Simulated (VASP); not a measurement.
# HfO2 (Fm-3m) in VASP: further runs

Runs on HfO2. Level: PBEsol. Tasks: single point.

All numbers are computed with VASP 6.6.1; they aren't measurements. Logs are shortened: lines on timing, memory, paths and dates and some standing lists are left out, and cuts for length are marked.

**1. The cell of the first run**

Symmetry: Fm-3m, No. 225, cubic system. Conventional cell: a = 5.081 Å, b = 5.081 Å, c = 5.081 Å, α = 90.00°, β = 90.00°, γ = 90.00°. Within 2.9 Å of Hf (site symmetry m-3m) lie 8 O at 2.20 Å. O (site symmetry -43m) has 4 Hf at 2.20 Å and 6 O at 2.54 Å within 2.9 Å.

**2. Single point, PBEsol**

File INCAR:

```
ALGO = Normal
EDIFF = 1E-7
ENCUT = 520
GGA = PS
ISIF = 2
ISMEAR = 0
LASPH = T
LCHARG = F
LREAL = F
LWAVE = F
NBANDS = 18
NELM = 100
PREC = Accurate
SIGMA = 0.01
```

File KPOINTS:

```
k-points
0
Gamma
  6 6 6
```

File POSCAR:

```
HfO2
1.0
    0.0000000000      2.5403350533      2.5403350533
    2.5403350533      0.0000000000      2.5403350533
    2.5403350533      2.5403350533      0.0000000000
Hf O
1 2
Direct
    0.0000000000      0.0000000000      0.0000000000
    0.2500000000      0.2500000000      0.2500000000
    0.7500000000      0.7500000000      0.7500000000
```

Potentials or basis: VASP PAW PBE potentials, release 64 (Hf_pv, O).

Launch:

```console
> cat potpaw_PBE.64/Hf_pv/POTCAR potpaw_PBE.64/O/POTCAR > POTCAR
> mpirun -np 1 vasp_std > vasp.out
```

OUTCAR:

```text
EDIFF = 1E-7
   ENCUT = 520
   GGA = PS
   ISIF = 2
   ISMEAR = 0
   LASPH = T
   LREAL = F
   NELM = 100
   PREC = Accurate

 ion  position               nearest neighbor table
   1  0.000  0.000  0.000-   3 2.20   3 2.20   3 2.20   2 2.20   3 2.20   2 2.20   2 2.20   2 2.20

   2  0.250  0.250  0.250-   1 2.20   1 2.20   1 2.20   1 2.20
   3  0.750  0.750  0.750-   1 2.20   1 2.20   1 2.20   1 2.20

  LATTYP: Found a face centered cubic cell.
 ALAT       =     5.0806701066

  Lattice vectors:

 A1 = (   0.0000000000,   2.5403350533,   2.5403350533)
 A2 = (   2.5403350533,   0.0000000000,   2.5403350533)
 A3 = (   2.5403350533,   2.5403350533,   0.0000000000)

Analysis of symmetry for initial positions (statically):
=====================================================================
 Subroutine PRICEL returns:
 Original cell was already a primitive cell.

 Routine SETGRP: Setting up the symmetry group for a
 face centered cubic supercell.

 Subroutine GETGRP returns: Found 48 space group operations
 (whereof 48 operations were pure point group operations)
 out of a pool of 48 trial point group operations.

The static configuration has the point symmetry O_h .

Analysis of symmetry for dynamics (positions and initial velocities):
=====================================================================
 Subroutine PRICEL returns:
 Original cell was already a primitive cell.

 Routine SETGRP: Setting up the symmetry group for a
 face centered cubic supercell.

 Subroutine GETGRP returns: Found 48 space group operations
 (whereof 48 operations were pure point group operations)
 out of a pool of 48 trial point group operations.

The dynamic configuration has the point symmetry O_h .

 Subroutine INISYM returns: Found 48 space group operations
 (whereof 48 operations are pure point group operations),
 and found     1 'primitive' translations

----------------------------------------------------------------------------------------

                                     Primitive cell

  volume of cell :      32.7871

  direct lattice vectors                    reciprocal lattice vectors
     0.000000000  2.540335053  2.540335053    -0.196824430  0.196824430  0.196824430
     2.540335053  0.000000000  2.540335053     0.196824430 -0.196824430  0.196824430
     2.540335053  2.540335053  0.000000000     0.196824430  0.196824430 -0.196824430

  length of vectors
     3.592576285  3.592576285  3.592576285     0.340909914  0.340909914  0.340909914

  position of ions in fractional coordinates (direct lattice)
     0.000000000  0.000000000  0.000000000
     0.250000000  0.250000000  0.250000000
     0.750000000  0.750000000  0.750000000

  ion indices of the primitive-cell ions
   primitive index   ion index
                 1           1
                 2           2
                 3           3

----------------------------------------------------------------------------------------

 KPOINTS: k-points

Automatic generation of k-mesh.
 Grid dimensions read from file:
 generate k-points for:    6    6    6

 Generating k-lattice:

  Cartesian coordinates                     Fractional coordinates (reciprocal lattice)
    -0.032804072  0.032804072  0.032804072     0.166666667  0.000000000  0.000000000
     0.032804072 -0.032804072  0.032804072     0.000000000  0.166666667  0.000000000
     0.032804072  0.032804072 -0.032804072     0.000000000  0.000000000  0.166666667

  Length of vectors
     0.056818319  0.056818319  0.056818319

  Shift w.r.t. Gamma in fractional coordinates (k-lattice)
     0.000000000  0.000000000  0.000000000

 Subroutine IBZKPT returns following result:
 ===========================================

 Found     16 irreducible k-points:

 Following reciprocal coordinates:
            Coordinates               Weight
  0.000000  0.000000  0.000000      1.000000
  0.166667  0.000000  0.000000      8.000000
  0.333333  0.000000  0.000000      8.000000
  0.500000  0.000000  0.000000      4.000000
  0.166667  0.166667  0.000000      6.000000
  0.333333  0.166667  0.000000     24.000000
[... 8 lines left out ...]
 -0.333333  0.333333  0.166667     24.000000
 -0.333333  0.500000  0.166667     12.000000
   k-points           NKPTS =     16   k-points in BZ     NKDIM =     16   number of bands    NBANDS=     18
   number of dos      NEDOS =    301   number of ions     NIONS =      3
   total plane-waves  NPLWV =  21952
   dimension x,y,z NGX =    28 NGY =   28 NGZ =   28
   dimension x,y,z NGXF=    56 NGYF=   56 NGZF=   56
   ions per type =               1   2
   NGX,Y,Z   is equivalent  to a cutoff of  12.96, 12.96, 12.96 a.u.
   NGXF,Y,Z  is equivalent  to a cutoff of  25.91, 25.91, 25.91 a.u.
 SYSTEM =  unknown system
   PREC   = accura    normal or accurate (medium, high low for compatibility)
   ISTART =      0    job   : 0-new  1-cont  2-samecut
   ICHARG =      2    charge: 1-file 2-atom 10-const
   ISPIN  =      1    spin polarized calculation?
[... 128 lines left out ...]
[... 10 lines left out ...]
     17      13.7139      0.00000
     18      16.8926      0.00000

 k-point     7 :       0.5000    0.1667    0.0000
  band No.  band energies     occupation
      1     -25.9633      2.00000
      2     -25.6966      2.00000
      3     -25.6449      2.00000
      4     -13.1025      2.00000
      5     -12.3558      2.00000
      6      -0.7031      2.00000
[... 10 lines left out ...]
     17      14.3223      0.00000
     18      16.6607      0.00000

 k-point     8 :      -0.3333    0.1667    0.0000
  band No.  band energies     occupation
      1     -25.9282      2.00000
      2     -25.7083      2.00000
      3     -25.6267      2.00000
      4     -13.1755      2.00000
      5     -12.3570      2.00000
      6      -0.7843      2.00000
[... 10 lines left out ...]
     17      14.4210      0.00000
     18      16.5352      0.00000

 k-point     9 :      -0.1667    0.1667    0.0000
  band No.  band energies     occupation
      1     -25.7963      2.00000
      2     -25.6524      2.00000
      3     -25.5990      2.00000
      4     -13.7274      2.00000
      5     -12.1108      2.00000
      6      -0.9238      2.00000
[... 10 lines left out ...]
     17      13.7774      0.00000
     18      16.9272      0.00000

 k-point    10 :       0.3333    0.3333    0.0000
  band No.  band energies     occupation
      1     -25.9240      2.00000
      2     -25.6691      2.00000
      3     -25.6691      2.00000
      4     -13.0109      2.00000
      5     -12.5225      2.00000
      6      -1.2851      2.00000
[... 10 lines left out ...]
     17      13.4454      0.00000
     18      17.4692      0.00000

 k-point    11 :       0.5000    0.3333    0.0000
  band No.  band energies     occupation
      1     -25.9712      2.00000
      2     -25.7371      2.00000
      3     -25.6813      2.00000
      4     -12.7301      2.00000
      5     -12.5540      2.00000
      6      -1.8559      2.00000
[... 10 lines left out ...]
     17      15.6033      0.00000
     18      17.4708      0.00000

 k-point    12 :      -0.3333    0.3333    0.0000
  band No.  band energies     occupation
      1     -25.8804      2.00000
      2     -25.8525      2.00000
      3     -25.6603      2.00000
      4     -12.7821      2.00000
      5     -12.4979      2.00000
      6      -1.3779      2.00000
[... 10 lines left out ...]
     17      15.8455      0.00000
     18      17.2762      0.00000

 k-point    13 :       0.5000    0.5000    0.0000
  band No.  band energies     occupation
      1     -26.0285      2.00000
      2     -25.6994      2.00000
      3     -25.6994      2.00000
      4     -12.7986      2.00000
      5     -12.3952      2.00000
      6      -2.4482      2.00000
[... 10 lines left out ...]
     17      17.0513      0.00000
     18      17.4035      0.00000

 k-point    14 :       0.5000    0.3333    0.1667
  band No.  band energies     occupation
      1     -25.9110      2.00000
      2     -25.7406      2.00000
      3     -25.6556      2.00000
      4     -12.9396      2.00000
      5     -12.5129      2.00000
      6      -0.9376      2.00000
[... 10 lines left out ...]
     17      14.7997      0.00000
     18      17.2557      0.00000

 k-point    15 :      -0.3333    0.3333    0.1667
  band No.  band energies     occupation
      1     -25.9110      2.00000
      2     -25.8087      2.00000
      3     -25.6735      2.00000
      4     -12.7787      2.00000
      5     -12.5014      2.00000
      6      -0.9287      2.00000
[... 10 lines left out ...]
     17      15.6698      0.00000
     18      17.2131      0.00000

 k-point    16 :      -0.3333    0.5000    0.1667
  band No.  band energies     occupation
      1     -25.9487      2.00000
      2     -25.7842      2.00000
      3     -25.7010      2.00000
      4     -12.6936      2.00000
      5     -12.4919      2.00000
      6      -1.8397      2.00000
[... 10 lines left out ...]
     17      16.9261      0.00000
     18      17.4750      0.00000

------------------------ aborting loop because EDIFF is reached ----------------------------------------

  FORCE on cell =-STRESS in cart. coord.  units (eV):
  Direction    XX          YY          ZZ          XY          YZ          ZX
  --------------------------------------------------------------------------------------
  -------------------------------------------------------------------------------------
  Total       -1.8535735     -1.8535735     -1.8535735     -0.0000000      0.0000000     -0.0000000
  in kB      -90.5768878    -90.5768878    -90.5768878     -0.0000000      0.0000000     -0.0000000
  external PRESSURE =     -90.5768878 kB  Pullay stress =       0.0000000 kB

 VOLUME and BASIS-vectors are now :
 -----------------------------------------------------------------------------
  energy-cutoff  :      520.00
  volume of cell :       32.79
      direct lattice vectors                 reciprocal lattice vectors
     0.000000000  2.540335053  2.540335053    -0.196824430  0.196824430  0.196824430
     2.540335053  0.000000000  2.540335053     0.196824430 -0.196824430  0.196824430
     2.540335053  2.540335053  0.000000000     0.196824430  0.196824430 -0.196824430

 POSITION                                       TOTAL-FORCE (eV/Angst)
 -----------------------------------------------------------------------------------
      0.00000      0.00000      0.00000        -0.000000      0.000000     -0.000000
      1.27017      1.27017      1.27017         0.000000     -0.000000     -0.000000
      3.81050      3.81050      3.81050        -0.000000     -0.000000      0.000000
 -----------------------------------------------------------------------------------
    total drift:                                0.000000      0.000000      0.000000

  FREE ENERGIE OF THE ION-ELECTRON SYSTEM (eV)
  ---------------------------------------------------
  free  energy   TOTEN  =       -31.6049798459 eV

  energy  without entropy=      -31.6049798459  energy(sigma->0) =      -31.60497985
```

Wall time 22 s (1 thread of Intel Xeon Platinum 8259CL at 2.50GHz (Skylake/Cascade Lake), shared host); peak memory 0.16 GiB.

What came out:

```
Free energy            : -31.6050 eV
Pressure               : -9.1 GPa
Band gap on the k mesh : 3.65 eV, direct
```

Caveat: the PAW data sets were made with another functional, which shifts forces and pressure a little; spin-orbit coupling is left out, which moves the levels of the heavy elements. A k mesh can miss the band edges.

**3. Single point, PBEsol**

This run uses another cell than the first one, of 11.15 Å³/atom, 1.020 times its volume.

File INCAR:

```
SYSTEM = HfO2
PREC = Accurate
ENCUT = 520
EDIFF = 1E-7
ISMEAR = 0
SIGMA = 0.01
LREAL = .FALSE.
LASPH = .TRUE.
NELM = 100
ALGO = Normal
ISIF = 2
LWAVE = .FALSE.
LCHARG = .FALSE.
GGA = PS
NBANDS = 18
```

File KPOINTS:

```
regular mesh
0
G
  6 6 6
  0 0 0
```

File POSCAR:

```
HfO2
1.0
    0.0000000000      2.5575000000      2.5575000000
    2.5575000000      0.0000000000      2.5575000000
    2.5575000000      2.5575000000      0.0000000000
Hf O
1 2
Direct
    0.0000000000      0.0000000000      0.0000000000
    0.2500000000      0.2500000000      0.2500000000
    0.7500000000      0.7500000000      0.7500000000
```

Potentials or basis: VASP PAW PBE potentials, release 64 (Hf_pv, O).

Launch:

```console
> cat potpaw_PBE.64/Hf_pv/POTCAR potpaw_PBE.64/O/POTCAR > POTCAR
> mpirun -np 1 vasp_std > vasp.out
```

Run time: 21 s. Hardware: 1 thread of Intel Xeon Platinum 8259CL at 2.50GHz (Skylake/Cascade Lake), shared host; peak memory 0.16 GiB.

Results (log left out):

- Free energy: -31.5586 eV
- Pressure: -13.6 GPa
- Band gap on the k mesh: 3.60 eV, direct

Levels at points of the mesh, in eV from the valence-band top:
```tsv
k point	band 9	band 10	band 11	band 12	band 13	band 14
(0.00, 0.00, 0.00)	-0.60	-0.60	-0.60	3.72	3.72	5.44
(0.50, 0.00, 0.00)	-2.72	-1.82	-1.82	4.43	4.43	6.71
(0.50, 0.50, 0.00)	-1.50	-1.50	0.00	3.60	5.29	6.36
```

Caveat: the PAW data sets were made with another functional, which shifts forces and pressure a little; spin-orbit coupling is left out, which moves the levels of the heavy elements.

**4. Single point, PBEsol**

This run uses another cell than the first one, of 11.38 Å³/atom, 1.041 times its volume.

File INCAR:

```
SYSTEM = HfO2
  ALGO = Normal
  EDIFF = 1E-7
  ENCUT = 520
  GGA = PS
  ISIF = 2
  ISMEAR = 0
  LASPH = .TRUE.
  LCHARG = .FALSE.
  LREAL = .FALSE.
  LWAVE = .FALSE.
  NBANDS = 18
  NELM = 60
  PREC = Accurate
  SIGMA = 0.01
```

File KPOINTS:

```
k-points
0
G
  6 6 6
  0 0 0
```

File POSCAR:

```
HfO2
1.0
    0.0000000000      2.5744375797      2.5744375797
    2.5744375797      0.0000000000      2.5744375797
    2.5744375797      2.5744375797      0.0000000000
Hf O
1 2
Direct
    0.0000000000      0.0000000000      0.0000000000
    0.2500000000      0.2500000000      0.2500000000
    0.7500000000      0.7500000000      0.7500000000
```

Launch:

```console
> cat potpaw_PBE.64/Hf_pv/POTCAR potpaw_PBE.64/O/POTCAR > POTCAR
> mpirun -np 1 vasp_std > vasp.out
```

Wall time 21 s (1 thread of Intel Xeon Platinum 8259CL at 2.50GHz (Skylake/Cascade Lake), shared host); peak memory 0.16 GiB.

The run converged. Its results:

```yaml
Free_energy: -31.4945 eV
Pressure: -17.6 GPa
Band_gap_on_the_k_mesh: 3.55 eV, direct
```

Levels at points of the mesh, in eV from the valence-band top:
```
           k point  band 8  band 9  band 10  band 11  band 12  band 13  band 14  band 15
(0.00, 0.00, 0.00)   -5.12   -0.59    -0.59    -0.59     3.67     3.67     5.28     9.85
(0.50, 0.00, 0.00)   -3.02   -2.67    -1.80    -1.80     4.35     4.35     6.52     8.69
(0.50, 0.50, 0.00)   -3.39   -1.47    -1.47     0.00     3.55     5.19     6.18     7.73
```

Caveat: the PAW data sets were made with another functional, which shifts forces and pressure a little; spin-orbit coupling is left out, which moves the levels of the heavy elements. A k mesh can miss the band edges.

**5. Single point, PBEsol**

This run uses another cell than the first one, of 11.60 Å³/atom, 1.061 times its volume.

File INCAR:

```
SYSTEM = HfO2
PREC     = Accurate       ! precision mode
ENCUT    = 520            ! plane-wave cutoff, eV
EDIFF    = 1E-6           ! SCF threshold, eV
ISMEAR   = 0              ! smearing method
SIGMA    = 0.01           ! smearing width, eV
LREAL    = .False.        ! projectors in reciprocal space
LASPH    = .True.         ! aspherical terms in the spheres
NELM     = 80             ! most SCF steps
ALGO     = Normal         ! electronic algorithm
ISIF     = 2              ! what is computed and relaxed
LWAVE    = .False.        ! write WAVECAR
LCHARG   = .False.        ! write CHGCAR
GGA      = PS             ! functional
NBANDS   = 18             ! bands
```

File KPOINTS:

```
Automatic mesh
0
Gamma
  6 6 6
  0 0 0
```

File POSCAR:

```
HfO2
1.0
    0.0000000000      2.5911551753      2.5911551753
    2.5911551753      0.0000000000      2.5911551753
    2.5911551753      2.5911551753      0.0000000000
Hf O
1 2
Direct
    0.0000000000      0.0000000000      0.0000000000
    0.2500000000      0.2500000000      0.2500000000
    0.7500000000      0.7500000000      0.7500000000
```

Launch:

```console
> cat potpaw_PBE.64/Hf_pv/POTCAR potpaw_PBE.64/O/POTCAR > POTCAR
> mpirun -np 1 vasp_std > vasp.out
```

Run time: 18 s. Hardware: 1 thread of Intel Xeon Platinum 8259CL at 2.50GHz (Skylake/Cascade Lake), shared host; peak memory 0.16 GiB.

The run converged. Its results:

| Item | Value |
| --- | --- |
| Free energy | -31.4143 eV |
| Pressure | -21.2 GPa |
| Band gap on the k mesh | 3.50 eV, direct |

Levels at points of the mesh, in eV from the valence-band top:
| k point | band 8 | band 9 | band 10 | band 11 | band 12 | band 13 | band 14 | band 15 |
| --- | --- | --- | --- | --- | --- | --- | --- | --- |
| (0.00, 0.00, 0.00) | -5.01 | -0.58 | -0.58 | -0.58 | 3.62 | 3.62 | 5.13 | 9.61 |
| (0.50, 0.00, 0.00) | -2.99 | -2.63 | -1.77 | -1.77 | 4.28 | 4.28 | 6.35 | 8.62 |
| (0.50, 0.50, 0.00) | -3.35 | -1.44 | -1.44 | 0.00 | 3.50 | 5.09 | 6.01 | 7.56 |

Caveat: the PAW data sets were made with another functional, which shifts forces and pressure a little; spin-orbit coupling is left out, which moves the levels of the heavy elements.

**6. Single point, PBEsol**

This run uses another cell than the first one, of 11.82 Å³/atom, 1.082 times its volume.

Edit INCAR of step 5 so:

```diff
@@ -3,3 +3,3 @@
 ENCUT    = 520            ! plane-wave cutoff, eV
-EDIFF    = 1E-6           ! SCF threshold, eV
+EDIFF    = 1E-7           ! SCF threshold, eV
 ISMEAR   = 0              ! smearing method
@@ -8,3 +8,3 @@
 LASPH    = .True.         ! aspherical terms in the spheres
-NELM     = 80             ! most SCF steps
+NELM     = 100            ! most SCF steps
 ALGO     = Normal         ! electronic algorithm
```

File KPOINTS:

```
regular mesh
0
Gamma
  6 6 6
  0 0 0
```

File POSCAR:

```
HfO2
1.0
    0.0000000000      2.6076597933      2.6076597933
    2.6076597933      0.0000000000      2.6076597933
    2.6076597933      2.6076597933      0.0000000000
Hf O
1 2
Direct
    0.0000000000      0.0000000000      0.0000000000
    0.2500000000      0.2500000000      0.2500000000
    0.7500000000      0.7500000000      0.7500000000
```

Potentials or basis: VASP PAW PBE potentials, release 64 (Hf_pv, O).

Launch:

```console
> cat potpaw_PBE.64/Hf_pv/POTCAR potpaw_PBE.64/O/POTCAR > POTCAR
> mpirun -np 1 vasp_std > vasp.out
```

Wall time 14 s (1 thread of Intel Xeon Platinum 8259CL at 2.50GHz (Skylake/Cascade Lake), shared host); peak memory 0.16 GiB.

Results (log left out):

* Free energy: -31.3200 eV
* Pressure: -24.4 GPa
* Band gap on the k mesh: 3.45 eV, direct

Levels at points of the mesh, in eV from the valence-band top:
```
           k point  band 7  band 8  band 9  band 10  band 11  band 12  band 13  band 14  band 15  band 16
(0.00, 0.00, 0.00)   -4.90   -4.90   -0.58    -0.58    -0.58     3.58     3.58     4.98     9.39     9.39
(0.50, 0.00, 0.00)   -3.94   -2.96   -2.59    -1.75    -1.75     4.21     4.21     6.18     8.48     8.48
(0.50, 0.50, 0.00)   -3.30   -3.30   -1.41    -1.41     0.00     3.45     4.99     5.85     7.40     7.40
```

Caveat: the PAW data sets were made with another functional, which shifts forces and pressure a little; spin-orbit coupling is left out, which moves the levels of the heavy elements. A k mesh can miss the band edges.

**7. Summary**

| cell | gap on the mesh (eV) | pressure (GPa) |
| --- | --- | --- |
| a = 3.593 Å, angles 60.0°, 3 atoms | 3.65 | -9.1 |
| a = 3.617 Å, angles 60.0°, 3 atoms | 3.60 | -13.6 |
| a = 3.641 Å, angles 60.0°, 3 atoms | 3.55 | -17.6 |
| a = 3.664 Å, angles 60.0°, 3 atoms | 3.50 | -21.2 |
| a = 3.688 Å, angles 60.0°, 3 atoms | 3.45 | -24.4 |

Alike in all rows: task single point; level PBEsol; potentials or basis VASP PAW PBE potentials, release 64 (Hf_pv, O); no spin polarisation; k mesh 6 × 6 × 6; cutoff (eV) 520; smearing gaussian 0.01 eV.

Caveats: the PAW data sets were made with another functional, which shifts forces and pressure a little; spin-orbit coupling is left out, which moves the levels of the heavy elements.

Absolute energies hang on the potentials; compare differences alone.
